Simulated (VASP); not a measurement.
**ZnS: single point with r2SCAN**

ZnS:

```xyz
2
Lattice="0.0000 2.7046 2.7046 2.7046 0.0000 2.7046 2.7046 2.7046 0.0000" Properties=species:S:1:pos:R:3 pbc="T T T"
Zn   -0.3182   -0.3182   -0.2250
S     4.0570    4.0570    4.0570
```

This cell differs from its parent crystal: atom 1 (Zn) moved by (-0.450, -0.225) A along [1 1 0] and z.

```yaml
Program: VASP 6.6.1
Task: single point
Functional: r2SCAN
Potentials_or_basis: VASP PAW PBE potentials, release 64 (Zn, S)
Cutoff: 520 eV
k_mesh: 8 × 8 × 8
Occupations: gaussian, width 0.05 eV
Spin: no spin polarisation
Dipole_correction: no
Further_INCAR_settings: ALGO = Normal; EDIFF = 1e-07; NBANDS = 16
```

```json
{
 "Pressure": "15.8 GPa",
 "Largest force": "9.298 eV/Å",
 "Band gap on the k mesh": "2.47 eV"
}
```

Forces on the atoms (eV/Å):
```
Zn   5.252  5.252  5.592
S   -5.252 -5.252 -5.592
```

Stress tensor (GPa, compression positive):
```
14.60 19.30 20.54
19.30 14.60 20.54
20.54 20.54 18.23
```

Levels at points of the mesh, in eV from the valence-band top:
```
           k point  band 6  band 7  band 8  band 9  band 10  band 11  band 12  band 13
(0.00, 0.00, 0.00)   -6.79   -1.02   -0.07    0.00     2.47     6.42     6.67     7.89
(0.50, 0.00, 0.00)   -6.64   -5.13   -1.60   -0.34     3.26     5.78     8.42     8.95
(0.00, 0.00, 0.50)   -6.60   -4.95   -1.62   -0.33     3.16     5.72     8.21     8.88
(0.50, 0.50, 0.50)   -6.84   -6.02   -1.50   -1.24     4.41     7.52     7.98     9.30
(0.50, 0.50, 0.00)   -6.67   -4.85   -2.55   -1.99     2.87     4.43    10.97    12.36
(0.00, 0.50, 0.50)   -6.67   -4.77   -2.45   -2.20     2.80     4.58    10.94    12.27
```

It took 8.3 min on 1 thread of Intel Xeon 8259CL, on a shared host, peak memory 0.23 GiB.

Caveat: the cell differs from its parent crystal (atom 1 (Zn) moved by (-0.450, -0.225) A along [1 1 0] and z); the cell stands under pressure; the PAW data sets were made with another functional, which shifts forces and pressure a little. A k mesh can miss the band edges.
